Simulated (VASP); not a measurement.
The system is P.

```
P
1.0
     4.82842    0.00000    0.00000
     0.00000    4.82842    0.00000
     0.00000    0.00000    2.28055
P
3
Direct
  0.00000 0.00000 0.00000
  0.00000 0.50000 0.00000
  0.50000 0.00000 0.00000
```

- Program: VASP 6.6.1
- Task: relaxation of cell and atoms
- Functional: PBE
- Potentials or basis: VASP PAW PBE potentials, release 64 (P)
- Cutoff: 600 eV
- k mesh: 10 × 10 × 20
- Occupations: gaussian, width 0.1 eV
- Spin: no spin polarisation

At the start: pressure 1.1 GPa; volume 17.72 Å³/atom.

Problem. Where does the relaxation end?

Solution. Over 7 steps the energy falls by 6.2 meV/atom and the volume is 17.77 Å³/atom (+0.3 %); space group P4/mmm (No. 123, to 0.05 Å).

Step by step:
```
step  energy change (eV)  largest force (eV/Å)  pressure (GPa)  volume (Å³)
   1              0.0000                0.0000            1.07        53.17
   2             -0.0161                0.0000           -1.10        54.07
   3             -0.0170                0.0000           -0.74        53.91
   4             -0.0186                0.0000           -0.12        53.38
   5             -0.0186                0.0000           -0.14        53.40
   6             -0.0187                0.0000            0.08        53.29
   7             -0.0187                0.0000            0.02        53.32
```

Final structure:
```cif
data_structure
_symmetry_space_group_name_H-M 'P 1'
_symmetry_Int_Tables_number 1
_cell_length_a 4.7894
_cell_length_b 4.7894
_cell_length_c 2.3244
_cell_angle_alpha 90.000
_cell_angle_beta 90.000
_cell_angle_gamma 90.000
_cell_volume 53.32
loop_
_atom_site_label
_atom_site_type_symbol
_atom_site_fract_x
_atom_site_fract_y
_atom_site_fract_z
_atom_site_occupancy
P1 P 0.00000 0.00000 0.00000 1
P2 P 0.00000 0.50000 0.00000 1
P3 P 0.50000 0.00000 0.00000 1
```
